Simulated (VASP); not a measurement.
Write the native input for VASP 6.6.1 that does the following.

* Task: single point
* Functional: LDA
* Potentials or basis: VASP PAW LDA potentials, release 64 (Ta_pv, Ru_pv)
* Cutoff: 520 eV
* k mesh: 14 × 14 × 14
* Occupations: fermi-dirac, width 0.15 eV
* Spin: no spin polarisation
* Dipole correction: no
* Further INCAR settings: ALGO = Normal; EDIFF = 1e-07; NBANDS = 20

The structure of TaRu lies in POSCAR:

```
TaRu
1.0
    3.0995706851      0.0000000000      0.0000000000
    0.0000000000      3.0995706851      0.0000000000
    0.0000000000      0.0000000000      3.0995706851
Ta Ru
1 1
Direct
    0.5000000000      0.5000000000      0.5000000000
    0.0000000000      0.0000000000      0.0000000000
```

The input as run:

INCAR

```
  PREC = Accurate
  ENCUT = 520
  EDIFF = 1E-7
  ISMEAR = -1
  SIGMA = 0.15
  LREAL = False
  LASPH = True
  NELM = 60
  ALGO = Normal
  ISIF = 2
  LWAVE = False
  LCHARG = False
  GGA = CA
  NBANDS = 20
```

KPOINTS

```
Automatic mesh
0
Gamma
  14 14 14
```

Potentials or basis: VASP PAW LDA potentials, release 64 (Ta_pv, Ru_pv).

The run is started by

```console
$ cat potpaw_LDA.64/Ta_pv/POTCAR potpaw_LDA.64/Ru_pv/POTCAR > POTCAR
$ mpirun -np 1 vasp_std > vasp.out
```

Results of the run:

The pressure is 7.1 GPa. The band gap on the k mesh is zero (an odd number of electrons rules out a gap without spin polarisation).

Caveat: the cell stands under pressure; spin-orbit coupling is left out, which moves the levels of the heavy elements.

It took 55 s on 1 thread of Intel Xeon 8259CL (shared host), peak memory 0.19 GiB.
